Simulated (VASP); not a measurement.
Here is a VASP 6.6.1 calculation.

File POSCAR:

```
Au
1.0
    0.0000000000      2.0615246536      2.0615246536
    2.0615246536      0.0000000000      2.0615246536
    2.0615246536      2.0615246536      0.0000000000
Au
1
Direct
    0.0000000000      0.0000000000      0.0000000000
```

The input INCAR.step1:

```
SYSTEM = Au
ALGO = Normal ; EDIFF = 1E-4
ENCUT = 520 ; GGA = PE
ISMEAR = 0 ; LASPH = .True.
LCHARG = .False. ; LREAL = .False.
LWAVE = .True. ; NBANDS = 12
NELM = 80 ; PREC = Accurate
SIGMA = 1.0
```

Contents of INCAR.step2:

```
SYSTEM = Au
ALGO = Normal ; EDIFF = 1E-7
ENCUT = 520 ; ISIF = 2
ISMEAR = 0 ; ISTART = 1
LASPH = .True. ; LCHARG = .True.
LELF = .True. ; LMIXTAU = .True.
LREAL = .False. ; LVHAR = .True.
LWAVE = .False. ; METAGGA = R2SCAN
NBANDS = 12 ; NELM = 80
PREC = Accurate ; SIGMA = 1.0
```

Contents of KPOINTS:

```
k-points
0
Gamma
  13 13 13
  0 0 0
```

Potentials or basis: VASP PAW PBE potentials, release 64 (Au).

Run with:

```console
$ cat potpaw_PBE.64/Au/POTCAR > POTCAR
$ cp INCAR.step1 INCAR
$ mpirun -np 1 vasp_std > vasp.out
$ cp INCAR.step2 INCAR
$ mpirun -np 1 vasp_std > vasp.out
```

(1) Estimate the pressure.

Results:

(1) 0.8 GPa.

Caveat: the PAW data sets were made with another functional, which shifts forces and pressure a little.
